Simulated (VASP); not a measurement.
# NaLuS2 in VASP: a series of runs, part 2 of 2

VASP 6.6.1.

**4. Single point, PBE**

The input, INCAR:

```
SYSTEM = NaLuS2
PREC = Accurate
ENCUT = 520
EDIFF = 1E-6
ISMEAR = 1
SIGMA = 0.15
LREAL = .FALSE.
LASPH = .TRUE.
NELM = 100
ALGO = Normal
ISIF = 2
LWAVE = .FALSE.
LCHARG = .FALSE.
GGA = PE
NBANDS = 54
```

The input, KPOINTS:

```
regular mesh
0
G
  3 3 3
  0 0 0
```

The input, POSCAR:

```
NaLuS2
1.0
    5.9430640000      0.5272220000     -0.3355130000
    0.2540320000      5.5476060000     -1.1108120000
    1.3159260000     -0.1964720000      5.3574300000
Lu S Na
2 4 2
Direct
    0.1856356929      0.9705668779      0.3331510674
    0.9082256623      0.4753511902      0.0742582400
   -0.0223622419      0.4053765621      0.5519798349
    0.1801681167      0.9540352978      0.8438125374
    0.5009966391      0.4193486695      0.1725316840
    0.8294786957      0.8887642350      0.3943728361
    0.7219153582      0.9460920649      0.9350527037
    0.5215258071      0.3592043111      0.6165706593
```

Potentials or basis: VASP PAW PBE potentials, release 64 (Lu, S, Na_pv).

Launch:

```
> cat potpaw_PBE.64/Lu/POTCAR potpaw_PBE.64/S/POTCAR potpaw_PBE.64/Na_pv/POTCAR > POTCAR
> mpirun -np 1 vasp_std > vasp.out
```

OUTCAR:

```text
SYSTEM = NaLuS2
   PREC = Accurate
   ENCUT = 520
   EDIFF = 1E-6
   ISMEAR = 1
   LREAL = .FALSE.
   LASPH = .TRUE.
   NELM = 100
   ISIF = 2
   GGA = PE

 ion  position               nearest neighbor table
   1  0.186  0.971  0.333-   6 2.22   3 2.53   4 2.69   4 2.84   5 3.26   2 3.62   2 3.77
   2  0.908  0.475  0.074-   5 2.48   6 2.54   3 2.77   3 2.84   4 3.04   7 3.05   1 3.62   1 3.77

   3  0.978  0.405  0.552-   1 2.53   8 2.74   2 2.77   2 2.84
   4  0.180  0.954  0.844-   1 2.69   7 2.70   1 2.84   2 3.04
   5  0.501  0.419  0.173-   2 2.48   8 2.57   7 2.74   1 3.26
   6  0.829  0.889  0.394-   1 2.22   2 2.54
   7  0.722  0.946  0.935-   4 2.70   5 2.74   2 3.05
   8  0.522  0.359  0.617-   5 2.57   3 2.74

  LATTYP: Found a triclinic cell.
 ALAT       =     5.6634236896
 B/A-ratio  =     1.5389128017
 C/A-ratio  =     1.8204639635
 COS(alpha) =     0.0054500616
 COS(beta)  =     0.5167790603
 COS(gamma) =     0.7856847273

  Lattice vectors:

 A1 = (  -0.2540320000,  -5.5476060000,   1.1108120000)
 A2 = (   1.0618940000,  -5.7440780000,   6.4682420000)
 A3 = (  -7.5130220000,  -5.8783560000,  -3.9111050000)

Analysis of symmetry for initial positions (statically):
=====================================================================
 Subroutine PRICEL returns:
 Original cell was already a primitive cell.

 Routine SETGRP: Setting up the symmetry group for a
 triclinic supercell.

 Subroutine GETGRP returns: Found  1 space group operations
 (whereof  1 operations were pure point group operations)
 out of a pool of  2 trial point group operations.

The static configuration has the point symmetry C_1 .

Analysis of symmetry for dynamics (positions and initial velocities):
=====================================================================
 Subroutine PRICEL returns:
 Original cell was already a primitive cell.

 Routine SETGRP: Setting up the symmetry group for a
 triclinic supercell.

 Subroutine GETGRP returns: Found  1 space group operations
 (whereof  1 operations were pure point group operations)
 out of a pool of  2 trial point group operations.

The dynamic configuration has the point symmetry C_1 .

 Subroutine INISYM returns: Found  1 space group operations
 (whereof  1 operations are pure point group operations),
 and found     1 'primitive' translations

----------------------------------------------------------------------------------------

                                     Primitive cell

  volume of cell :     176.3141

  direct lattice vectors                    reciprocal lattice vectors
     5.943064000  0.527222000 -0.335513000     0.167330147 -0.016009524 -0.041687808
     0.254032000  5.547606000 -1.110812000    -0.015646144  0.183088342  0.010557469
     1.315926000 -0.196472000  5.357430000     0.007235095  0.036959013  0.186234923

  length of vectors
     5.975829793  5.663423690  5.520173792     0.173186478  0.184058694  0.190004636

  position of ions in fractional coordinates (direct lattice)
     0.185635693  0.970566878  0.333151067
     0.908225662  0.475351190  0.074258240
     0.977637758  0.405376562  0.551979835
     0.180168117  0.954035298  0.843812537
[... 53 lines left out ...]
  0.333333  0.333333  0.333333      2.000000
 -0.333333  0.333333  0.333333      2.000000
  0.000000 -0.333333  0.333333      2.000000
  0.333333 -0.333333  0.333333      2.000000
 -0.333333 -0.333333  0.333333      2.000000
   k-points           NKPTS =     14   k-points in BZ     NKDIM =     14   number of bands    NBANDS=     54
   number of dos      NEDOS =    301   number of ions     NIONS =      8
   total plane-waves  NPLWV =  84672
   dimension x,y,z NGX =    48 NGY =   42 NGZ =   42
   dimension x,y,z NGXF=    96 NGYF=   84 NGZF=   84
   ions per type =               2   4   2
   NGX,Y,Z   is equivalent  to a cutoff of  13.35, 12.33, 12.65 a.u.
   NGXF,Y,Z  is equivalent  to a cutoff of  26.71, 24.66, 25.30 a.u.
 SYSTEM =  NaLuS2
   PREC   = accura    normal or accurate (medium, high low for compatibility)
   ISTART =      0    job   : 0-new  1-cont  2-samecut
   ICHARG =      2    charge: 1-file 2-atom 10-const
   ISPIN  =      1    spin polarized calculation?
   LNONCOLLINEAR =      F non collinear calculations
   LSORBIT =      F    spin-orbit coupling
   LASPH  =      T    aspherical Exc in radial PAW
   ENCUT  =  520.0 eV  38.22 Ry    6.18 a.u.  11.11 10.53 10.26*2*pi/ulx,y,z
   NELM   =    100;   NELMIN=  2; NELMDL= -5     # of ELM steps
   EDIFF  = 0.1E-05   stopping-criterion for ELM
   LREAL  =      F    real-space projection
   EDIFFG = 0.1E-04   stopping-criterion for IOM
   NSW    =      0    number of steps for IOM
   IBRION =     -1    ionic relax: 0-MD 1-quasi-New 2-CG
   NFREE  =      0    steps in history (QN), initial steepest desc. (CG)
   ISIF   =      2    stress and relaxation
   ISYM   =      2    0-nonsym 1-usesym 2-fastsym
   POTIM  = 0.5000    time-step for ionic-motion
   TEBEG  =    0.0;   TEEND  =   0.0 temperature during run
   PSTRESS=    0.0 pullay stress
   NELECT =      88.0000    total number of electrons
   NUPDOWN=      -1.0000    fix difference up-down
   EMIN   =  10.00;   EMAX   =-10.00  energy-range for DOS
   EFERMI =   0.00;   METHOD = LEGACY
   ISMEAR =     1;   SIGMA  =   0.15  broadening in eV -4-tet -1-fermi 0-gaus
   EFERMI_NEDOS =   21; number of points for ismear=-14 and -15
   IALGO  =     38    algorithm
   IMIX   =      4    mixing-type and parameters
     AMIX     =   0.40;   BMIX     =  1.00
     AMIX_MAG =   1.60;   BMIX_MAG =  1.00
  volume/ion in A,a.u.               =      22.04       148.73
  Fermi-wavevector in a.u.,A,eV,Ry     =   1.298594  2.453987 22.944132  1.686346
  Thomas-Fermi vector in A             =   2.429912
   LORBIT       =      0    0 simple, 1 ext, 2 COOP (PROOUT), +10 PAW based schemes
   GGA     = PE    functional components
   LHFCALC =     F    Hartree Fock is set to
   AEXX    =    0.0000 exact exchange contribution
   IVDW    =     0    specifies the selected vdW correction
   LEPSILON=     F    determine dielectric tensor
   LRPA    =     F    only Hartree local field effects (RPA)
 non-spin polarized calculation
 Methfessel and Paxton  Order N= 1 SIGMA  =   0.15
  energy-cutoff  :      520.00
  volume of cell :      176.31
 maximum number of plane-waves:      4766
 NGX is ok and might be reduce to    48
   NGX = 23   NGY = 21   NGZ = 21

 number of electron      88.0000001 magnetization

 Free energy of the ion-electron system (eV)
  ---------------------------------------------------
  ext. energy  EPLUGINS =         0.00000000
  ---------------------------------------------------
  free energy    TOTEN  =       -38.14113229 eV

  energy without entropy =      -38.14403516  energy(sigma->0) =      -38.14209991

 E-fermi :   2.6658     XC(G=0):  -9.4966

 val. band max:        2.5748701811   @ k =  -0.3333  -0.0000   0.3333
 cond. band min:       4.4654643642   @ k =   0.0000   0.0000   0.0000
 fundamental gap:      1.8905941831
 Fermi energy:         2.6657585480

 k-point     1 :       0.0000    0.0000    0.0000
  band No.  band energies     occupation
      1     -53.2648      2.00000
      2     -52.8690      2.00000
      3     -24.0669      2.00000
      4     -23.9985      2.00000
      5     -23.8915      2.00000
      6     -23.8168      2.00000
[... 787 lines left out ...]
     53       7.7773      0.00000
     54       8.2804      0.00000

------------------------ aborting loop because EDIFF is reached ----------------------------------------

  FORCE on cell =-STRESS in cart. coord.  units (eV):
  Direction    XX          YY          ZZ          XY          YZ          ZX
  --------------------------------------------------------------------------------------
  -------------------------------------------------------------------------------------
  Total        9.7067248      6.8626801     -2.6157616      5.5204107     -3.1383980     -1.4406674
  in kB       88.2056100     62.3615994    -23.7695876     50.1643143    -28.5188170    -13.0914338
  external PRESSURE =      42.2658739 kB  Pullay stress =       0.0000000 kB

 VOLUME and BASIS-vectors are now :
 -----------------------------------------------------------------------------
  energy-cutoff  :      520.00
  volume of cell :      176.31
      direct lattice vectors                 reciprocal lattice vectors
     5.943064000  0.527222000 -0.335513000     0.167330147 -0.016009524 -0.041687808
     0.254032000  5.547606000 -1.110812000    -0.015646144  0.183088342  0.010557469
     1.315926000 -0.196472000  5.357430000     0.007235095  0.036959013  0.186234923

 POSITION                                       TOTAL-FORCE (eV/Angst)
 -----------------------------------------------------------------------------------
      1.78820      5.41674      0.64443         3.501117      0.834182     -0.496014
      5.61612      3.10131     -0.43491         1.311998     -1.345089     -0.077302
      6.63951      2.65585      2.17889         0.366825      0.434660      0.529336
      2.42350      5.22182      3.40046         0.687000      0.443460      0.410136
      3.31102      2.55662      0.29042        -0.838197      0.508098     -0.902473
      5.67439      5.29035      0.84727        -4.460171     -1.155679      0.501119
      5.76119      5.44544      3.71634        -0.471649      0.106408     -0.615131
      4.00207      2.14654      2.72925        -0.096924      0.173960      0.650328
 -----------------------------------------------------------------------------------
    total drift:                               -0.000773     -0.000523     -0.001154

  FREE ENERGIE OF THE ION-ELECTRON SYSTEM (eV)
  ---------------------------------------------------
  free  energy   TOTEN  =       -38.1411322900 eV

  energy  without entropy=      -38.1440351612  energy(sigma->0) =      -38.14209991
```

Run time: 2 min. Hardware: 1 thread of Intel Xeon Platinum 8559C (Emerald Rapids), shared host; peak memory 0.33 GiB.

What came out:

| Item | Value |
| --- | --- |
| Free energy | -38.1411 eV |
| Pressure | 4.2 GPa |
| Largest force | 4.635 eV/Å |
| Band gap on the k mesh | 1.89 eV (least direct gap 2.01 eV) |

Forces in eV/Å, atoms in the order of the input:
```
Lu   3.501  0.834 -0.496
Lu   1.312 -1.345 -0.077
S    0.367  0.435  0.529
S    0.687  0.443  0.410
S   -0.838  0.508 -0.902
S   -4.460 -1.156  0.501
Na  -0.472  0.106 -0.615
Na  -0.097  0.174  0.650
```

Caveat: spin-orbit coupling is left out, which moves the levels of the heavy elements.

**5. Summary**

```tsv
cell	gap on the mesh (eV)	pressure (GPa)	largest force (eV/Å)
as given, atomic positions A	0.21	-0.6	2.86
as given, atomic positions B	1.90	10.4	9.07
as given, atomic positions C	1.89	4.2	4.63
```

Alike in all rows: task single point; level PBE; potentials or basis VASP PAW PBE potentials, release 64 (Lu, S, Na_pv); no spin polarisation; k mesh 3 × 3 × 3; cutoff (eV) 520; smearing methfessel-paxton 0.15 eV.

Caveats: spin-orbit coupling is left out, which moves the levels of the heavy elements.

Total energies depend on the potentials used, so only differences within one code and one set of settings carry meaning.
